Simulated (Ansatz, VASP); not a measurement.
# TiClF: VASP beside Ansatz

```
Ti Cl F
1.0
     3.08845    0.00000    0.00000
    -1.54423    2.67468    0.00000
     0.00000    0.00000   13.28022
Ti Cl F
2 2 2
Direct
  0.33333 0.66667 0.47718
  0.66667 0.33333 0.97718
  0.00000 0.00000 0.09979
  0.00000 0.00000 0.59979
  0.00000 0.00000 0.38454
  0.00000 0.00000 0.88454
```

Alike in both runs: functional PBE; k mesh 12 × 12 × 2; occupations gaussian, width 0.02 eV; no spin polarisation.

Ansatz relaxed the structure, and its values are those at the end. VASP's run is a single point on that final structure, the one shown.

|  | VASP | Ansatz |
| --- | --- | --- |
| version | VASP 6.6.1 | Ansatz 0.2.0 |
| potentials or method | VASP PAW PBE potentials, release 64 (Ti_sv, Cl, F), cutoff 520 eV | scalar-relativistic, plane waves, PAW |
| valence electrons in the cell | 52 | 52 |

|  | VASP | Ansatz | Ansatz less VASP |
| --- | --- | --- | --- |
| gap on the k mesh at the Fermi level (eV) | 1.13 | 1.13 | +0.002 |
| least direct gap on the mesh (eV) | 1.27 | 1.27 | 0.000 |
| pressure (GPa) | 0.1 | 0.0 | -0.08 |
| rms of the force components (eV/Å) | 0.016 | 0.000 | -0.0153 |
